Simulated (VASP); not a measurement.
# CuAu (P4/mmm) in VASP: further runs, part 2 of 2

VASP 6.6.1.

## 3. Relaxation of cell and atoms, LDA

This run uses another cell than the first one, of 14.39 Å³/atom, 1.044 times its volume.

INCAR

```
SYSTEM = CuAu
  PREC = Accurate
  ENCUT = 600
  EDIFF = 1E-6
  ISMEAR = 0
  SIGMA = 0.1
  LREAL = .FALSE.
  LASPH = .TRUE.
  NELM = 100
  ALGO = Normal
  ISIF = 3
  LWAVE = .FALSE.
  LCHARG = .FALSE.
  IBRION = 2
  NSW = 100
  EDIFFG = -0.005
```

KPOINTS

```
regular mesh
0
G
  16 16 12
  0 0 0
```

POSCAR

```
CuAu
1.0
    2.8000000000      0.0000000000      0.0000000000
    0.0000000000      2.8000000000      0.0000000000
    0.0000000000      0.0000000000      3.6700000000
Cu Au
1 1
Direct
    0.5000000000      0.5000000000      0.5000000000
    0.0000000000      0.0000000000      0.0000000000
```

Potentials or basis: VASP PAW LDA potentials, release 64 (Cu, Au).

Launch:

```sh
$ cat potpaw_LDA.64/Cu/POTCAR potpaw_LDA.64/Au/POTCAR > POTCAR
$ mpirun -np 1 vasp_std > vasp.out
```

OUTCAR:

```text
SYSTEM = CuAu
   PREC = Accurate
   ENCUT = 600
   EDIFF = 1E-6
   ISMEAR = 0
   LREAL = .FALSE.
   LASPH = .TRUE.
   NELM = 100
   ISIF = 3
   IBRION = 2
   NSW = 100
   EDIFFG = -0.005

 ion  position               nearest neighbor table
   1  0.500  0.500  0.500-   2 2.70   2 2.70   2 2.70   2 2.70   2 2.70   2 2.70   2 2.70   2 2.70

   2  0.000  0.000  0.000-   1 2.70   1 2.70   1 2.70   1 2.70   1 2.70   1 2.70   1 2.70   1 2.70

  LATTYP: Found a simple tetragonal cell.
 ALAT       =     2.8000000000
 C/A-ratio  =     1.3107142857

  Lattice vectors:

 A1 = (   2.8000000000,   0.0000000000,   0.0000000000)
 A2 = (   0.0000000000,   2.8000000000,   0.0000000000)
 A3 = (   0.0000000000,   0.0000000000,   3.6700000000)

Analysis of symmetry for initial positions (statically):
=====================================================================
 Subroutine PRICEL returns:
 Original cell was already a primitive cell.

 Routine SETGRP: Setting up the symmetry group for a
 simple tetragonal supercell.

 Subroutine GETGRP returns: Found 16 space group operations
 (whereof 16 operations were pure point group operations)
 out of a pool of 16 trial point group operations.

The static configuration has the point symmetry D_4h.

Analysis of symmetry for dynamics (positions and initial velocities):
=====================================================================
 Subroutine PRICEL returns:
 Original cell was already a primitive cell.

 Routine SETGRP: Setting up the symmetry group for a
 simple tetragonal supercell.

 Subroutine GETGRP returns: Found 16 space group operations
 (whereof 16 operations were pure point group operations)
 out of a pool of 16 trial point group operations.

The dynamic configuration has the point symmetry D_4h.

 Subroutine INISYM returns: Found 16 space group operations
 (whereof 16 operations are pure point group operations),
 and found     1 'primitive' translations

----------------------------------------------------------------------------------------

                                     Primitive cell

  volume of cell :      28.7728

  direct lattice vectors                    reciprocal lattice vectors
     2.800000000  0.000000000  0.000000000     0.357142857  0.000000000  0.000000000
     0.000000000  2.800000000  0.000000000     0.000000000  0.357142857  0.000000000
     0.000000000  0.000000000  3.670000000     0.000000000  0.000000000  0.272479564

  length of vectors
     2.800000000  2.800000000  3.670000000     0.357142857  0.357142857  0.272479564

  position of ions in fractional coordinates (direct lattice)
     0.500000000  0.500000000  0.500000000
     0.000000000  0.000000000  0.000000000

  ion indices of the primitive-cell ions
   primitive index   ion index
                 1           1
                 2           2

----------------------------------------------------------------------------------------

 KPOINTS: regular mesh

Automatic generation of k-mesh.
 Grid dimensions read from file:
 generate k-points for:   16   16   12

 Generating k-lattice:

  Cartesian coordinates                     Fractional coordinates (reciprocal lattice)
[... 60 lines left out ...]
   EDIFF  = 0.1E-05   stopping-criterion for ELM
   LREAL  =      F    real-space projection
   EDIFFG = -.5E-02   stopping-criterion for IOM
   NSW    =    100    number of steps for IOM
   IBRION =      2    ionic relax: 0-MD 1-quasi-New 2-CG
   NFREE  =      1    steps in history (QN), initial steepest desc. (CG)
   ISIF   =      3    stress and relaxation
   ISYM   =      2    0-nonsym 1-usesym 2-fastsym
   POTIM  = 0.5000    time-step for ionic-motion
   TEBEG  =    0.0;   TEEND  =   0.0 temperature during run
   PSTRESS=    0.0 pullay stress
   NELECT =      22.0000    total number of electrons
   NUPDOWN=      -1.0000    fix difference up-down
   EMIN   =  10.00;   EMAX   =-10.00  energy-range for DOS
   EFERMI =   0.00;   METHOD = LEGACY
   ISMEAR =     0;   SIGMA  =   0.10  broadening in eV -4-tet -1-fermi 0-gaus
   EFERMI_NEDOS =   21; number of points for ismear=-14 and -15
   IALGO  =     38    algorithm
   IMIX   =      4    mixing-type and parameters
     AMIX     =   0.40;   BMIX     =  1.00
     AMIX_MAG =   1.60;   BMIX_MAG =  1.00
  volume/ion in A,a.u.               =      14.39        97.08
  Fermi-wavevector in a.u.,A,eV,Ry     =   1.497000  2.828919 30.490762  2.241008
  Thomas-Fermi vector in A             =   2.608944
   LORBIT       =      0    0 simple, 1 ext, 2 COOP (PROOUT), +10 PAW based schemes
   GGA     = CA    functional components
   LHFCALC =     F    Hartree Fock is set to
   AEXX    =    0.0000 exact exchange contribution
   IVDW    =     0    specifies the selected vdW correction
   LEPSILON=     F    determine dielectric tensor
   LRPA    =     F    only Hartree local field effects (RPA)
 conjugate gradient relaxation of ions
 non-spin polarized calculation
 Gauss-broadening in eV      SIGMA  =   0.10
  energy-cutoff  :      600.00
  volume of cell :       28.77
 maximum number of plane-waves:       980
 NGX is ok and might be reduce to    24
   NGX = 11   NGY = 11   NGZ = 15

--------------------------------------- Ionic step        1  -------------------------------------------

 number of electron      22.0000012 magnetization

 Free energy of the ion-electron system (eV)
  ---------------------------------------------------
  ext. energy  EPLUGINS =         0.00000000
  ---------------------------------------------------
  free energy    TOTEN  =        -9.24117020 eV

  energy without entropy =       -9.23755687  energy(sigma->0) =       -9.23936353

------------------------ aborting loop because EDIFF is reached ----------------------------------------

  FORCE on cell =-STRESS in cart. coord.  units (eV):
  Direction    XX          YY          ZZ          XY          YZ          ZX
  --------------------------------------------------------------------------------------
  -------------------------------------------------------------------------------------
  Total       -1.1295166     -1.1295166     -1.3262267      0.0000000      0.0000000      0.0000000
  in kB      -62.8957148    -62.8957148    -73.8492699      0.0000000      0.0000000      0.0000000
  external PRESSURE =     -66.5468998 kB  Pullay stress =       0.0000000 kB
[... 23 lines left out ...]
--------------------------------------- Ionic step        2  -------------------------------------------

 number of electron      21.9999995 magnetization

 E-fermi :  10.1683     XC(G=0): -13.5580

 val. band max:       10.1609931634   @ k =   0.3125   0.3125   0.4167
 cond. band min:      10.1695856052   @ k =   0.5000   0.3750   0.0000
 fundamental gap:      0.0085924418
 Fermi energy:        10.1682983579

 k-point     1 :       0.0000    0.0000    0.0000
  band No.  band energies     occupation
      1      -0.6757      2.00000
      2       2.6354      2.00000
      3       2.8109      2.00000
      4       5.5797      2.00000
      5       5.5797      2.00000
      6       6.8423      2.00000
      7       6.8786      2.00000
      8       7.7244      2.00000
      9       8.2590      2.00000
     10       8.5266      2.00000
     11       8.5266      2.00000
     12      12.1115      0.00000
     13      19.1679      0.00000
     14      20.3830      0.00000
[... 480 lines left out ...]
  FREE ENERGIE OF THE ION-ELECTRON SYSTEM (eV)
  ---------------------------------------------------
  free  energy   TOTEN  =        -9.2647270873 eV

  energy  without entropy=       -9.2612761167  energy(sigma->0) =       -9.26300160

[... ionic steps 4 to 9 ...]

--------------------------------------- Ionic step       10  -------------------------------------------

 number of electron      22.0000004 magnetization

------------------------ aborting loop because EDIFF is reached ----------------------------------------
[... 67 lines left out ...]
--------------------------------------- Ionic step       12  -------------------------------------------

 number of electron      22.0000004 magnetization

 Free energy of the ion-electron system (eV)
  ---------------------------------------------------
  ext. energy  EPLUGINS =         0.00000000
  ---------------------------------------------------
  free energy    TOTEN  =        -9.26762026 eV

  energy without entropy =       -9.26475334  energy(sigma->0) =       -9.26618680

 E-fermi :   9.3265     XC(G=0): -13.2737

 val. band max:        9.3095472820   @ k =   0.3750   0.3750   0.2500
 cond. band min:       9.3394998692   @ k =   0.4375   0.3750   0.1667
 fundamental gap:      0.0299525871
 Fermi energy:         9.3264668495

 k-point     1 :       0.0000    0.0000    0.0000
  band No.  band energies     occupation
      1      -0.9711      2.00000
      2       2.3437      2.00000
      3       2.4891      2.00000
      4       4.9699      2.00000
      5       4.9699      2.00000
      6       6.0489      2.00000
      7       6.3302      2.00000
      8       7.0747      2.00000
      9       7.5169      2.00000
     10       7.7568      2.00000
     11       7.7568      2.00000
     12      11.8268      0.00000
     13      18.4570      0.00000
     14      19.0160      0.00000
[... 444 lines left out ...]
  FREE ENERGIE OF THE ION-ELECTRON SYSTEM (eV)
  ---------------------------------------------------
  free  energy   TOTEN  =        -9.2676202620 eV

  energy  without entropy=       -9.2647533435  energy(sigma->0) =       -9.26618680

 reached required accuracy - stopping structural energy minimisation
```

CONTCAR:

```text
CuAu
   1.00000000000000
     2.7951719842367226    0.0000000000000000    0.0000000000000000
     0.0000000000000000    2.7951719842367226    0.0000000000000000
     0.0000000000000000    0.0000000000000000    3.5397186341664089
  Cu              Au
     1     1
Direct
     0.5000000000000000    0.5000000000000000    0.5000000000000000
     0.0000000000000000    0.0000000000000000    0.0000000000000000

  0.00000000E+00  0.00000000E+00  0.00000000E+00
  0.00000000E+00  0.00000000E+00  0.00000000E+00
```

Wall time 8.5 min (1 thread of AMD EPYC 9R45 (Zen 5), shared host); peak memory 0.28 GiB.

What came out:

```
Free energy                            : -9.2676 eV
Relaxed volume                         : 13.83 Å³/atom
Relaxed cell                           : a = 2.795 Å, b = 2.795 Å, c = 3.540 Å, α = 90.00°, β = 90.00°, γ = 90.00°
Space group after relaxing (to 0.05 Å) : P4/mmm (No. 123)
Energy gained by relaxing              : 13.2 meV/atom
Ionic steps                            : 12
Pressure after relaxing                : 0.0 GPa
Band gap on the k mesh                 : zero (band 11 reaches 14.59 eV, above the bottom of band 12 at 7.10 eV)
```

The path:
```csv
step,energy change (eV),largest force (eV/Å),pressure (GPa),volume (Å³)
1,0.0000,0.0000,-6.65,28.77
2,0.0173,0.0000,10.52,26.36
3,-0.0236,0.0000,-0.15,27.69
4,-0.0236,0.0000,0.07,27.66
5,-0.0243,0.0000,0.23,27.66
6,-0.0259,0.0000,0.06,27.65
7,-0.0256,0.0000,0.22,27.61
8,-0.0264,0.0000,0.21,27.63
9,-0.0264,0.0000,0.13,27.64
10,-0.0264,0.0000,0.14,27.64
11,-0.0264,0.0000,-0.40,27.72
12,-0.0265,0.0000,-0.02,27.66
```

Final structure:
```cif
data_structure
_symmetry_space_group_name_H-M 'P 1'
_symmetry_Int_Tables_number 1
_cell_length_a 2.7952
_cell_length_b 2.7952
_cell_length_c 3.5397
_cell_angle_alpha 90.000
_cell_angle_beta 90.000
_cell_angle_gamma 90.000
_cell_volume 27.66
loop_
_atom_site_label
_atom_site_type_symbol
_atom_site_fract_x
_atom_site_fract_y
_atom_site_fract_z
_atom_site_occupancy
Cu1 Cu 0.50000 0.50000 0.50000 1
Au1 Au 0.00000 0.00000 0.00000 1
```

Caveat: spin-orbit coupling is left out, which moves the levels of the heavy elements. LDA usually gives volumes a few per cent too small.

## 4. Single point, LDA

INCAR

```
SYSTEM = CuAu
  PREC = Accurate
  ENCUT = 520
  EDIFF = 1E-6
  ISMEAR = 0
  SIGMA = 0.15
  LREAL = .False.
  LASPH = .True.
  NELM = 100
  ALGO = Normal
  ISIF = 2
  LWAVE = .False.
  LCHARG = .False.
  NBANDS = 18
```

KPOINTS

```
Automatic mesh
0
Gamma
  22 22 18
  0 0 0
```

POSCAR

```
CuAu
1.0
    2.7929482534      0.0000000000      0.0000000000
    0.0000000000      2.7929482534      0.0000000000
    0.0000000000      0.0000000000      3.5323529855
Cu Au
1 1
Direct
    0.5000000000      0.5000000000      0.5000000000
    0.0000000000      0.0000000000      0.0000000000
```

Launch:

```sh
$ cat potpaw_LDA.64/Cu/POTCAR potpaw_LDA.64/Au/POTCAR > POTCAR
$ mpirun -np 1 vasp_std > vasp.out
```

It took 3.1 min on 1 thread of AMD EPYC 9R45 (Zen 5), shared host; peak memory 0.45 GiB.

It converged, with:

```
Free energy            : -9.2677 eV
Pressure               : 0.6 GPa
Band gap on the k mesh : zero (band 11 reaches 14.66 eV, above the bottom of band 12 at 7.16 eV)
```

Stress tensor (GPa, compression positive):
```
0.46 0.00 0.00
0.00 0.46 0.00
0.00 0.00 0.76
```

Levels at points of the mesh, in eV from the Fermi level:
```tsv
k point	band 9	band 10	band 11	band 12	band 13	band 14
(0.00, 0.00, 0.00)	-1.80	-1.56	-1.56	2.52	9.20	9.69
(0.50, 0.00, 0.00)	-2.68	-2.45	-1.07	-0.26	10.05	10.19
(0.50, 0.50, 0.00)	-1.42	-1.42	0.28	0.28	5.16	7.02
(0.00, 0.00, 0.50)	-2.61	-2.61	-2.49	-2.22	14.33	14.72
(0.50, 0.00, 0.50)	-1.67	-1.59	-1.27	-1.27	2.87	4.78
(0.50, 0.50, 0.50)	-1.84	-1.77	5.28	5.61	5.61	6.30
```

Caveat: spin-orbit coupling is left out, which moves the levels of the heavy elements.

## 5. Overview

```tsv
task	cell	k mesh	cutoff (eV)	smearing	gap on the mesh (eV)	pressure (GPa)
single point	a = 2.793, b = 2.793, c = 3.532 Å, 2 atoms	16 × 16 × 12	520	gaussian 0.1 eV	none	0.5
relaxation of cell and atoms	relaxed from a = 2.800, b = 2.800, c = 3.670 Å, 2 atoms	16 × 16 × 12	600	gaussian 0.1 eV	none	0.0
single point	a = 2.793, b = 2.793, c = 3.532 Å, 2 atoms	22 × 22 × 18	520	gaussian 0.15 eV	none	0.6
```

Alike in all rows: level LDA; potentials or basis VASP PAW LDA potentials, release 64 (Cu, Au); no spin polarisation.

Caveats: spin-orbit coupling is left out, which moves the levels of the heavy elements.

Absolute energies hang on the potentials; compare differences alone.
